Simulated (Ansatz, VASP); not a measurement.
**MgO in VASP and in Ansatz**

```xyz
4
Lattice="3.2198 0.0000 0.0000 -1.6099 2.7884 0.0000 0.0000 0.0000 5.2837" Properties=species:S:1:pos:R:3 pbc="T T T"
Mg    0.0000    1.8589   -0.1678
Mg    1.6099    0.9295    2.4740
O     0.0000    1.8589    2.1184
O     1.6099    0.9295    4.7603
```

Alike in both runs: task single point; functional PBEsol; k mesh 9 × 9 × 6; occupations gaussian, width 0.05 eV; no spin polarisation.

|  | VASP | Ansatz |
| --- | --- | --- |
| version | VASP 6.6.1 | Ansatz 0.2.0 |
| potentials or method | VASP PAW PBE potentials, release 64 (Mg, O), cutoff 520 eV | scalar-relativistic, plane waves, PAW |
| valence electrons in the cell | 16 | 32 |

|  | VASP | Ansatz | Ansatz less VASP |
| --- | --- | --- | --- |
| gap on the k mesh at the Fermi level (eV) | 3.20 | 3.21 | +0.006 |
| least direct gap on the mesh (eV) | 3.20 | 3.21 | +0.006 |
| pressure (GPa) | 5.2 | 5.3 | +0.12 |
| traceless stress, the component that is largest in VASP (GPa) | -15.91 | -15.68 | +0.235 |
| rms of the force components (eV/Å) | 0.530 | 0.522 | -0.0080 |

VASP's potentials were made for PBE, not for PBEsol, and Ansatz warns of the same on its side. Atom by atom the forces differ by 0.008 eV/Å (rms over components). The functional is the same, so the differences come from potentials, cutoffs and numerics. VASP's potentials hold 16 valence electrons a cell and Ansatz's 32, so a difference there can come from the potentials and not from the codes.
